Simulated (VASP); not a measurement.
Here is a VASP 6.6.1 calculation.

The input INCAR:

```
SYSTEM = Ta2C
  PREC = Accurate
  ENCUT = 700
  EDIFF = 1E-6
  ISMEAR = 0
  SIGMA = 0.1
  LREAL = .False.
  LASPH = .True.
  NELM = 120
  ALGO = Normal
  ISIF = 2
  LWAVE = .False.
  LCHARG = .False.
  NBANDS = 22
  GGA_COMPAT = .False.
```

File KPOINTS:

```
Automatic mesh
0
Gamma
  6 6 4
  0 0 0
```

POSCAR

```
Ta2C
1.0
    3.1059000000      0.0000000000      0.0000000000
   -1.5529500000      2.6897883016      0.0000000000
    0.0000000000      0.0000000000      4.9464000000
Ta C
2 1
Direct
    0.3333333333      0.6666666667      0.2520100000
    0.6666666667      0.3333333333      0.7479900000
    0.0000000000      0.0000000000      0.0000000000
```

Potentials or basis: VASP PAW LDA potentials, release 64 (Ta_sv_GW, C).

Command:

```bash
$ cat potpaw_LDA.64/Ta_sv_GW/POTCAR potpaw_LDA.64/C/POTCAR > POTCAR
$ mpirun -np 1 vasp_std > vasp.out
```

(1) What does it give for the largest force?

(2) Estimate the pressure.

(3) Estimate the band gap on the k mesh.

Answers

(1) 0.183 eV/Å.

(2) -7.7 GPa.

(3) zero (bands 15 and 16 overlap by 0.78 eV).

Caveat: the k points lie up to 0.39 Å⁻¹ apart, too coarse for converged energies and pressures of a metal; spin-orbit coupling is left out, which moves the levels of the heavy elements.
